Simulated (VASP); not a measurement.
# Be (Im-3m) in VASP: notebook

Be is run at these levels: PBE; tasks: single point.

Program: VASP 6.6.1. These are calculated values, not measurements. Logs are shortened: lines on timing, memory, paths and dates and some standing lists are left out, and cuts for length are marked.

**1. The cell of the first run**

It takes space group Im-3m (No. 229, cubic). Conventional cell: a = 1.916 Å, b = 1.916 Å, c = 1.916 Å, α = 90.00°, β = 90.00°, γ = 90.00°. Be (site symmetry m-3m) has 14 Be at 1.66 to 1.92 Å within 2.2 Å.

**2. Single point, PBE (volume scaled by 0.45)**

INCAR

```
  PREC = Accurate
  ENCUT = 520
  EDIFF = 1E-6
  ISMEAR = -1
  SIGMA = 0.08
  LREAL = F
  LASPH = T
  NELM = 80
  ALGO = Normal
  ISIF = 2
  LWAVE = F
  LCHARG = F
  GGA = PE
  NBANDS = 7
```

KPOINTS

```
regular mesh
0
Gamma
  21 21 21
```

POSCAR

```
Be
1.0
   -0.9579976837      0.9579976837      0.9579976837
    0.9579976837     -0.9579976837      0.9579976837
    0.9579976837      0.9579976837     -0.9579976837
Be
1
Direct
    0.0000000000      0.0000000000      0.0000000000
```

Potentials or basis: VASP PAW PBE potentials, release 64 (Be).

The run is started by

```
$ cat potpaw_PBE.64/Be/POTCAR > POTCAR
$ mpirun -np 1 vasp_std > vasp.out
```

OUTCAR:

```text
PREC = Accurate
   ENCUT = 520
   EDIFF = 1E-6
   ISMEAR = -1
   LREAL = F
   LASPH = T
   NELM = 80
   ISIF = 2
   GGA = PE

 ion  position               nearest neighbor table
   1  0.000  0.000  0.000-

  LATTYP: Found a body centered cubic cell.
 ALAT       =     1.9159953674

  Lattice vectors:

 A1 = (  -0.9579976837,   0.9579976837,   0.9579976837)
 A2 = (   0.9579976837,  -0.9579976837,   0.9579976837)
 A3 = (   0.9579976837,   0.9579976837,  -0.9579976837)

Analysis of symmetry for initial positions (statically):
=====================================================================
 Subroutine PRICEL returns:
 Original cell was already a primitive cell.

 Routine SETGRP: Setting up the symmetry group for a
 body centered cubic supercell.

 Subroutine GETGRP returns: Found 48 space group operations
 (whereof 48 operations were pure point group operations)
 out of a pool of 48 trial point group operations.

The static configuration has the point symmetry O_h .

Analysis of symmetry for dynamics (positions and initial velocities):
=====================================================================
 Subroutine PRICEL returns:
 Original cell was already a primitive cell.

 Routine SETGRP: Setting up the symmetry group for a
 body centered cubic supercell.

 Subroutine GETGRP returns: Found 48 space group operations
 (whereof 48 operations were pure point group operations)
 out of a pool of 48 trial point group operations.

The dynamic configuration has the point symmetry O_h .

 Subroutine INISYM returns: Found 48 space group operations
 (whereof 48 operations are pure point group operations),
 and found     1 'primitive' translations

----------------------------------------------------------------------------------------

                                     Primitive cell

  volume of cell :       3.5168

  direct lattice vectors                    reciprocal lattice vectors
    -0.957997684  0.957997684  0.957997684     0.000000000  0.521921930  0.521921930
     0.957997684 -0.957997684  0.957997684     0.521921930  0.000000000  0.521921930
     0.957997684  0.957997684 -0.957997684     0.521921930  0.521921930  0.000000000

  length of vectors
     1.659300662  1.659300662  1.659300662     0.738109072  0.738109072  0.738109072

  position of ions in fractional coordinates (direct lattice)
     0.000000000  0.000000000  0.000000000

  ion indices of the primitive-cell ions
   primitive index   ion index
                 1           1

----------------------------------------------------------------------------------------

 KPOINTS: regular mesh

Automatic generation of k-mesh.
 Grid dimensions read from file:
 generate k-points for:   21   21   21

 Generating k-lattice:

  Cartesian coordinates                     Fractional coordinates (reciprocal lattice)
     0.000000000  0.024853425  0.024853425     0.047619048  0.000000000  0.000000000
     0.024853425  0.000000000  0.024853425     0.000000000  0.047619048  0.000000000
     0.024853425  0.024853425  0.000000000     0.000000000  0.000000000  0.047619048

  Length of vectors
     0.035148051  0.035148051  0.035148051

  Shift w.r.t. Gamma in fractional coordinates (k-lattice)
     0.000000000  0.000000000  0.000000000

 Subroutine IBZKPT returns following result:
 ===========================================

 Found    286 irreducible k-points:

 Following reciprocal coordinates:
            Coordinates               Weight
  0.000000  0.000000  0.000000      1.000000
  0.047619  0.000000  0.000000     12.000000
  0.095238  0.000000  0.000000     12.000000
  0.142857  0.000000  0.000000     12.000000
  0.190476  0.000000  0.000000     12.000000
  0.238095  0.000000  0.000000     12.000000
[... 16 lines left out ...]
  0.142857  0.095238  0.000000     48.000000
  0.190476  0.095238  0.000000     48.000000
 [... further k-points ...]
   k-points           NKPTS =    286   k-points in BZ     NKDIM =    286   number of bands    NBANDS=      7
   number of dos      NEDOS =    301   number of ions     NIONS =      1
   total plane-waves  NPLWV =   1728
   dimension x,y,z NGX =    12 NGY =   12 NGZ =   12
   dimension x,y,z NGXF=    24 NGYF=   24 NGZF=   24
   ions per type =               1
   NGX,Y,Z   is equivalent  to a cutoff of  12.02, 12.02, 12.02 a.u.
   NGXF,Y,Z  is equivalent  to a cutoff of  24.05, 24.05, 24.05 a.u.
 SYSTEM =  unknown system
   PREC   = accura    normal or accurate (medium, high low for compatibility)
   ISTART =      0    job   : 0-new  1-cont  2-samecut
   ICHARG =      2    charge: 1-file 2-atom 10-const
   ISPIN  =      1    spin polarized calculation?
   LNONCOLLINEAR =      F non collinear calculations
   LSORBIT =      F    spin-orbit coupling
   LASPH  =      T    aspherical Exc in radial PAW
   ENCUT  =  520.0 eV  38.22 Ry    6.18 a.u.   3.09  3.09  3.09*2*pi/ulx,y,z
   NELM   =     80;   NELMIN=  2; NELMDL= -5     # of ELM steps
   EDIFF  = 0.1E-05   stopping-criterion for ELM
   LREAL  =      F    real-space projection
   EDIFFG = 0.1E-04   stopping-criterion for IOM
   NSW    =      0    number of steps for IOM
   IBRION =     -1    ionic relax: 0-MD 1-quasi-New 2-CG
   NFREE  =      0    steps in history (QN), initial steepest desc. (CG)
   ISIF   =      2    stress and relaxation
   ISYM   =      2    0-nonsym 1-usesym 2-fastsym
   POTIM  = 0.5000    time-step for ionic-motion
   TEBEG  =    0.0;   TEEND  =   0.0 temperature during run
   PSTRESS=    0.0 pullay stress
   NELECT =       2.0000    total number of electrons
   NUPDOWN=      -1.0000    fix difference up-down
   EMIN   =  10.00;   EMAX   =-10.00  energy-range for DOS
   EFERMI =   0.00;   METHOD = LEGACY
   ISMEAR =    -1;   SIGMA  =   0.08  broadening in eV -4-tet -1-fermi 0-gaus
   EFERMI_NEDOS =   21; number of points for ismear=-14 and -15
   IALGO  =     38    algorithm
   IMIX   =      4    mixing-type and parameters
     AMIX     =   0.40;   BMIX     =  1.00
     AMIX_MAG =   1.60;   BMIX_MAG =  1.00
  volume/ion in A,a.u.               =       3.52        23.73
  Fermi-wavevector in a.u.,A,eV,Ry     =   1.356335  2.563102 25.029893  1.839645
  Thomas-Fermi vector in A             =   2.483347
   LORBIT       =      0    0 simple, 1 ext, 2 COOP (PROOUT), +10 PAW based schemes
   GGA     = PE    functional components
   LHFCALC =     F    Hartree Fock is set to
   AEXX    =    0.0000 exact exchange contribution
   IVDW    =     0    specifies the selected vdW correction
   LEPSILON=     F    determine dielectric tensor
   LRPA    =     F    only Hartree local field effects (RPA)
 non-spin polarized calculation
  energy-cutoff  :      520.00
  volume of cell :        3.52
 maximum number of plane-waves:       104
   NGX =  7   NGY =  7   NGZ =  7

 number of electron       2.0000000 magnetization

 Free energy of the ion-electron system (eV)
  ---------------------------------------------------
  ext. energy  EPLUGINS =         0.00000000
  ---------------------------------------------------
  free energy    TOTEN  =        -0.90076678 eV

  energy without entropy =       -0.90011752  energy(sigma->0) =       -0.90044215

 E-fermi :  16.9497     XC(G=0): -13.6179

 val. band max:       16.7229175817   @ k =  -0.4286   0.4286   0.3810
 cond. band min:      17.0053275546   @ k =  -0.3810  -0.3810   0.0476
 fundamental gap:      0.2824099729
 Fermi energy:        16.9497466750

 k-point     1 :       0.0000    0.0000    0.0000
  band No.  band energies     occupation
      1       0.3681      2.00000
      2      53.8830      0.00000
      3      53.8830      0.00000
      4      53.8830      0.00000
      5      69.0383      0.00000
      6      69.0383      0.00000
      7      69.0383      0.00000

 k-point     2 :       0.0476    0.0000    0.0000
  band No.  band energies     occupation
      1       0.4504      2.00000
      2      53.0567      0.00000
      3      53.1275      0.00000
      4      53.6401      0.00000
      5      66.7399      0.00000
      6      66.9973      0.00000
      7      70.1601      0.00000

 k-point     3 :       0.0952    0.0000    0.0000
  band No.  band energies     occupation
      1       0.6996      2.00000
      2      50.4617      0.00000
      3      51.3376      0.00000
      4      52.9315      0.00000
      5      63.7009      0.00000
      6      63.9487      0.00000
      7      69.3381      0.00000

 k-point     4 :       0.1429    0.0000    0.0000
  band No.  band energies     occupation
      1       1.1211      2.00000
      2      46.4397      0.00000
      3      49.2032      0.00000
      4      51.8425      0.00000
      5      61.0831      0.00000
      6      62.2603      0.00000
      7      68.8398      0.00000

 k-point     5 :       0.1905    0.0000    0.0000
  band No.  band energies     occupation
      1       1.7222      2.00000
      2      41.8453      0.00000
      3      47.0964      0.00000
      4      50.5303      0.00000
      5      58.5354      0.00000
      6      61.9127      0.00000
      7      69.1388      0.00000
[... 161 lines left out ...]
 k-point    22 :       0.0952    0.0952    0.0000
  band No.  band energies     occupation
      1       1.3797      2.00000
      2      45.5597      0.00000
      3      47.0279      0.00000
      4      50.0279      0.00000
      5      61.4339      0.00000
      6      62.5041      0.00000
      7      69.0031      0.00000

 k-point    23 :       0.1429    0.0952    0.0000
  band No.  band energies     occupation
      1       1.9911      2.00000
      2      41.3440      0.00000
      3      44.8863      0.00000
      4      48.3241      0.00000
      5      61.0797      0.00000
      6      61.9353      0.00000
      7      69.6482      0.00000

 k-point    24 :       0.1905    0.0952    0.0000
  band No.  band energies     occupation
      1       2.7926      2.00000
      2      36.8736      0.00000
      3      43.0658      0.00000
      4      46.7190      0.00000
      5      60.9276      0.00000
      6      61.2851      0.00000
      7      70.9624      0.00000

 [... further k-points ...]

------------------------ aborting loop because EDIFF is reached ----------------------------------------

  FORCE on cell =-STRESS in cart. coord.  units (eV):
  Direction    XX          YY          ZZ          XY          YZ          ZX
  --------------------------------------------------------------------------------------
  -------------------------------------------------------------------------------------
  Total        8.1801663      8.1801663      8.1801663     -0.0000000     -0.0000000     -0.0000000
  in kB     3726.6563706   3726.6563706   3726.6563706     -0.0000000     -0.0000000     -0.0000000
  external PRESSURE =    3726.6563706 kB  Pullay stress =       0.0000000 kB

 VOLUME and BASIS-vectors are now :
 -----------------------------------------------------------------------------
  energy-cutoff  :      520.00
  volume of cell :        3.52
      direct lattice vectors                 reciprocal lattice vectors
    -0.957997684  0.957997684  0.957997684     0.000000000  0.521921930  0.521921930
     0.957997684 -0.957997684  0.957997684     0.521921930  0.000000000  0.521921930
     0.957997684  0.957997684 -0.957997684     0.521921930  0.521921930  0.000000000

 POSITION                                       TOTAL-FORCE (eV/Angst)
 -----------------------------------------------------------------------------------
      0.00000      0.00000      0.00000         0.000000      0.000000      0.000000
 -----------------------------------------------------------------------------------
    total drift:                                0.000000     -0.000000      0.000000

  FREE ENERGIE OF THE ION-ELECTRON SYSTEM (eV)
  ---------------------------------------------------
  free  energy   TOTEN  =        -0.9007667769 eV

  energy  without entropy=       -0.9001175219  energy(sigma->0) =       -0.90044215
```

Wall time 2.5 s (1 thread of Intel Xeon Platinum 8375C at 2.90GHz (Ice Lake), shared host); peak memory 0.1 GiB.

Results:

```
Free energy            : -0.9008 eV
Pressure               : 372.7 GPa
Band gap on the k mesh : zero (band 1 reaches 23.52 eV, above the bottom of band 2 at 14.44 eV)
```

Levels at points of the mesh, in eV from the Fermi level:
| k point | band 1 | band 2 | band 3 | band 4 |
| --- | --- | --- | --- | --- |
| (0.00, 0.00, 0.00) | -16.58 | 36.93 | 36.93 | 36.93 |

**3. Single point, PBE (volume scaled by 0.45)**

INCAR

```
SYSTEM = Be
ALGO     = Normal         ! electronic algorithm
EDIFF    = 1E-6           ! SCF threshold, eV
ENCUT    = 520            ! plane-wave cutoff, eV
GGA      = PE             ! functional
ISIF     = 2              ! what is computed and relaxed
ISMEAR   = -1             ! smearing method
LASPH    = .True.         ! aspherical terms in the spheres
LCHARG   = .False.        ! write CHGCAR
LREAL    = .False.        ! projectors in reciprocal space
LWAVE    = .False.        ! write WAVECAR
NBANDS   = 7              ! bands
NELM     = 60             ! most SCF steps
PREC     = Accurate       ! precision mode
SIGMA    = 0.08           ! smearing width, eV
```

KPOINTS

```
k-points
0
Gamma
  21 21 21
  0 0 0
```

POSCAR is that of step 2.

Potentials or basis: VASP PAW PBE potentials, release 64 (Be).

The run is started by

```
$ cat potpaw_PBE.64/Be/POTCAR > POTCAR
$ mpirun -np 1 vasp_std > vasp.out
```

It took 2.4 s on 1 thread of Intel Xeon Platinum 8375C at 2.90GHz (Ice Lake), shared host; peak memory 0.11 GiB.

It converged, with:

| Item | Value |
| --- | --- |
| Free energy | -0.9008 eV |
| Pressure | 372.7 GPa |
| Band gap on the k mesh | zero (band 1 reaches 23.52 eV, above the bottom of band 2 at 14.44 eV) |

Levels at points of the mesh, in eV from the Fermi level:
```tsv
k point	band 1	band 2	band 3	band 4
(0.00, 0.00, 0.00)	-16.58	36.93	36.93	36.93
```

**4. Single point, PBE (volume scaled by 0.52)**

INCAR

```
PREC     = Accurate       # precision mode
ENCUT    = 520            # plane-wave cutoff, eV
EDIFF    = 1E-6           # SCF threshold, eV
ISMEAR   = -1             # smearing method
SIGMA    = 0.08           # smearing width, eV
LREAL    = False          # projectors in reciprocal space
LASPH    = True           # aspherical terms in the spheres
NELM     = 100            # most SCF steps
ALGO     = Normal         # electronic algorithm
ISIF     = 2              # what is computed and relaxed
LWAVE    = False          # write WAVECAR
LCHARG   = False          # write CHGCAR
GGA      = PE             # functional
NBANDS   = 7              # bands
```

KPOINTS

```
Automatic mesh
0
Gamma
  21 21 21
```

POSCAR

```
Be
1.0
   -1.0052978081      1.0052978081      1.0052978081
    1.0052978081     -1.0052978081      1.0052978081
    1.0052978081      1.0052978081     -1.0052978081
Be
1
Direct
    0.0000000000      0.0000000000      0.0000000000
```

The run is started by

```
$ cat potpaw_PBE.64/Be/POTCAR > POTCAR
$ mpirun -np 1 vasp_std > vasp.out
```

Run time: 3 s. Hardware: 1 thread of Intel Xeon Platinum 8375C at 2.90GHz (Ice Lake), shared host; peak memory 0.11 GiB.

The run converged. Its results:

```yaml
Free_energy: -1.9287 eV
Pressure: 240.3 GPa
Band_gap_on_the_k_mesh: zero (band 1 reaches 20.83 eV, above the bottom of band 2 at 12.70 eV)
```

Levels at points of the mesh, in eV from the Fermi level:
```csv
k point,band 1,band 2,band 3,band 4,band 5,band 6
"(0.00, 0.00, 0.00)",-15.92,33.00,33.00,33.00,47.37,47.37
```
